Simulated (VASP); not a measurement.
The system is NbIn2Se3.

```
Nb In Se
1.0
     3.02209    1.74481    5.11318
    -3.02209    1.74481    5.11318
     0.00000   -3.48961    5.11318
Nb In Se
1 2 3
Direct
  0.50000 0.50000 0.50000
  0.87337 0.87337 0.87337
  0.12663 0.12663 0.12663
  0.50000 0.00000 0.50000
  0.50000 0.50000 0.00000
  0.00000 0.50000 0.50000
```

The cell was generated, and may not be a known phase.

```yaml
Program: VASP 6.6.1
Task: relaxation of cell and atoms
Functional: PBE
Potentials_or_basis: VASP PAW PBE potentials, release 64 (Nb_sv, In_d, Se)
Cutoff: 500 eV
k_mesh: 3 × 3 × 3
Occupations: gaussian, width 0.15 eV
Spin: no spin polarisation
```

At the start: pressure -7.9 GPa; volume 26.96 Å³/atom.

Question: Where does the relaxation end?

Answer: Over 25 steps the energy falls by 593.4 meV/atom and the volume is 25.76 Å³/atom (-4.5 %); space group R-3m (No. 166, to 0.1 Å) before and after.

The path:
| step | energy change (eV) | largest force (eV/Å) | pressure (GPa) | volume (Å³) |
| --- | --- | --- | --- | --- |
| 1 | 0.0000 | 0.2748 | -7.94 | 161.77 |
| 2 | -1.1378 | 0.0174 | 0.25 | 132.31 |
| 3 | -1.1485 | 0.0163 | 1.35 | 130.16 |
| 4 | -1.3632 | 0.1586 | 0.97 | 130.49 |
| 5 | -1.4870 | 0.2548 | 1.64 | 130.51 |
| 6 | -1.9584 | 0.1566 | 6.06 | 129.55 |
| 7 | -1.6819 | 2.7846 | 21.15 | 123.23 |
| 8 | -2.4882 | 0.7322 | 12.54 | 126.93 |
| 9 | -2.4146 | 1.0863 | 14.49 | 126.09 |
| 10 | -2.4462 | 1.1761 | 14.30 | 126.60 |
| 11 | -2.5127 | 1.4693 | 13.79 | 128.07 |
| 12 | -2.5616 | 2.2090 | 12.93 | 130.85 |
| 13 | -2.6758 | 2.0716 | 11.83 | 132.09 |
| 14 | -2.9663 | 1.7108 | 8.83 | 135.86 |
| 15 | -3.3402 | 1.1741 | 3.92 | 143.61 |
| 16 | -3.4506 | 0.6019 | -2.61 | 159.98 |
| 17 | -3.4927 | 0.7281 | -0.88 | 154.53 |
| 18 | -3.4933 | 0.7492 | -0.61 | 153.78 |
| 19 | -3.5025 | 0.6793 | -0.51 | 153.59 |
| 20 | -3.5247 | 0.4756 | -0.20 | 153.03 |
| 21 | -3.5457 | 0.0884 | 0.49 | 151.90 |
| 22 | -3.5462 | 0.0219 | 0.61 | 151.70 |
| 23 | -3.5517 | 0.0051 | 0.37 | 152.51 |
| 24 | -3.5585 | 0.0431 | -0.29 | 154.86 |
| 25 | -3.5606 | 0.0366 | -0.11 | 154.54 |

Final structure:
```
Nb In Se
1.0
     3.63444    2.09835    3.37732
    -3.63444    2.09835    3.37732
     0.00000   -4.19669    3.37732
Nb In Se
1 2 3
Cartesian
  0.0000 0.0000 5.0660
  0.0000 0.0000 8.6741
  0.0000 0.0000 1.4579
  1.8172 -1.0492 3.3773
  0.0000 2.0983 3.3773
  -1.8172 -1.0492 3.3773
```

Caveat: the k points lie up to 0.39 Å⁻¹ apart in the final cell, too coarse for converged energies and pressures of a metal; the relaxation stopped at a loose force limit of 0.08 eV/Å, so its end isn't a converged minimum.
